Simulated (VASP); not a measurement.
Write the native input for VASP 6.6.1 that does the following.

```yaml
Task: single point
Functional: PBE
Potentials_or_basis: VASP PAW PBE potentials, release 64 (Mg, S)
Cutoff: 520 eV
k_mesh: 8 × 8 × 8
Occupations: gaussian, width 0.05 eV
Spin: no spin polarisation
Dipole_correction: no
Further_INCAR_settings: ALGO = Normal; EDIFF = 1e-06; NBANDS = 11
```

The structure of MgS lies in POSCAR:

```
MgS
1.0
    0.0000000000      2.6016500000      2.6016500000
    2.6016500000      0.0000000000      2.6016500000
    2.6016500000      2.6016500000      0.0000000000
Mg S
1 1
Direct
    0.0000000000      0.0000000000      0.0000000000
    0.5192185728      0.5192185728      0.4807814272
```

This cell differs from its parent crystal: all S atoms moved -0.100 Å, as atom 2 towards its neighbour atom 1 (Mg) at 2.602 Å.

These files were run (other wordings do the same):

INCAR

```
SYSTEM = MgS
PREC = Accurate ; ENCUT = 520
EDIFF = 1E-6 ; ISMEAR = 0
SIGMA = 0.05 ; LREAL = .False.
LASPH = .True. ; NELM = 80
ALGO = Normal ; ISIF = 2
LWAVE = .False. ; LCHARG = .False.
GGA = PE ; NBANDS = 11
```

KPOINTS

```
Automatic mesh
0
Gamma
  8 8 8
  0 0 0
```

Potentials or basis: VASP PAW PBE potentials, release 64 (Mg, S).

Command:

```bash
$ cat potpaw_PBE.64/Mg/POTCAR potpaw_PBE.64/S/POTCAR > POTCAR
$ mpirun -np 1 vasp_std > vasp.out
```

Results of the run:

```json
{"Pressure": "1.2 GPa", "Largest force": "0.296 eV/Å", "Band gap on the k mesh": "2.78 eV, indirect (least direct gap 3.71 eV)"}
```

Caveat: the cell differs from its parent crystal (all S atoms moved -0.100 Å, as atom 2 towards its neighbour atom 1 (Mg) at 2.602 Å).

Wall time 8.6 s on 1 thread of Intel(R) Xeon(R) 6975P-C (Granite Rapids), with other jobs on the host, peak memory 0.17 GiB.
